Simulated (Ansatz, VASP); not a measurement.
**One calculation of PbI2, two programs**

```
Pb I
1.0
     4.56408    0.00000    0.00000
    -2.28204    3.95261    0.00000
     0.00000    0.00000    7.04751
Pb I
1 2
Direct
  0.00000 0.00000 0.00000
  0.33333 0.66667 0.26671
  0.66667 0.33333 0.73329
```

Alike in both runs: task single point; functional PBE-based global hybrid with a share of 0.1 of exact exchange; k mesh 6 × 6 × 2; no spin polarisation.

```csv
,VASP,Ansatz
version,VASP 6.6.1,Ansatz 0.2.0
potentials or method,"VASP PAW PBE potentials, release 64 (Pb_d, I)",plane waves
plane-wave cutoff (eV),400,420
occupations,"gaussian, width 0.01 eV",fixed
valence electrons in the cell,28,48
```

|  | VASP | Ansatz | Ansatz less VASP |
| --- | --- | --- | --- |
| gap on the k mesh at the Fermi level (eV) | 2.76 | 2.75 | -0.002 |
| pressure (GPa) | 1.0 | 1.0 | +0.06 |
| traceless stress, the component that is largest in VASP (GPa) | -0.05 | -0.05 | -0.008 |

VASP's potentials were made for PBE, not for PBE-based global hybrid. VASP's potentials hold 28 valence electrons a cell and Ansatz's 48, so a difference there can come from the potentials and not from the codes. Ansatz's warnings: stress exchange threshold loose, stress scf threshold loose.

The k mesh is coarse, so the values compare programs but aren't converged. Spin-orbit coupling is off throughout.
